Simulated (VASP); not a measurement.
SnSe2, 3 atoms in the cell. The structure is trigonal, space group P-3m1 (No. 164). The conventional cell has a = 3.806 Å, b = 3.806 Å, c = 5.762 Å, α = 90.00°, β = 90.00°, γ = 120.00°. Sn (site symmetry -3m) has 6 Se at 2.71 Å within 3.6 Å. Se (site symmetry 3m) has 3 Sn at 2.71 Å and 3 Se at 3.39 Å within 3.6 Å. 

```yaml
Program: VASP 6.6.1
Task: single point
Functional: PBE
Potentials_or_basis: VASP PAW PBE potentials, release 64 (Sn_d, Se)
Cutoff: 520 eV
k_mesh: 7 × 7 × 4
Occupations: fermi-dirac, width 0.02 eV
Spin: no spin polarisation
Dipole_correction: no
Further_INCAR_settings: ALGO = Normal; EDIFF = 1e-06; NBANDS = 20
```

Potentials or basis: VASP PAW PBE potentials, release 64 (Sn_d, Se).

Run with:

```sh
$ cat potpaw_PBE.64/Sn_d/POTCAR potpaw_PBE.64/Se/POTCAR > POTCAR
$ mpirun -np 1 vasp_std > vasp.out
```

Hardware: 1 thread of AMD EPYC 9R45 96-Core Processor (Zen 5) (shared host).

**Question.** How long does it take, and how much memory?

**Answer.** Run time: 18 s on 1 thread of AMD EPYC 9R45 96-Core Processor (Zen 5), with other jobs on the host, peak memory 0.17 GiB. Counts: scf iterations 12, k points 28.
